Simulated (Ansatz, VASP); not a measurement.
**Two plane-wave programs on Bi2Se3**

```xyz
5
Lattice="-2.6273 2.6273 5.8795 2.6273 -2.6273 5.8795 2.6273 2.6273 -5.8795" Properties=species:S:1:pos:R:3 pbc="T T T"
Bi    2.6273    0.0000    4.8335
Bi    0.0000    2.6273    4.8335
Se    0.0000    2.6273    1.6295
Se    2.6273    0.0000    1.6295
Se    0.0000    0.0000    1.6681
```

Alike in both runs: task relaxation of cell and atoms; functional PBE; k mesh 6 × 6 × 6; occupations gaussian, width 0.1 eV; no spin polarisation.

```csv
,VASP,Ansatz
version,VASP 6.6.1,Ansatz 0.2.0
potentials or method,"VASP PAW PBE potentials, release 64 (Bi_d, Se), cutoff 600 eV","scalar-relativistic, plane waves, PAW"
valence electrons in the cell,48,78
```

|  | VASP | Ansatz | Ansatz less VASP |
| --- | --- | --- | --- |
| gap on the k mesh at the Fermi level, each at its own relaxed structure (eV) | 0.07 | 0.07 | -0.008 |
| relaxed volume (Å³/atom) | 32.47 | 32.50 | +0.028 |
| relaxed length of the cell vector where the two differ most in proportion (Å) | 7.241 | 7.248 | +0.0070 |

VASP's potentials hold 48 valence electrons a cell and Ansatz's 78, so a difference there can come from the potentials and not from the codes.

Neither program's run includes spin-orbit coupling.
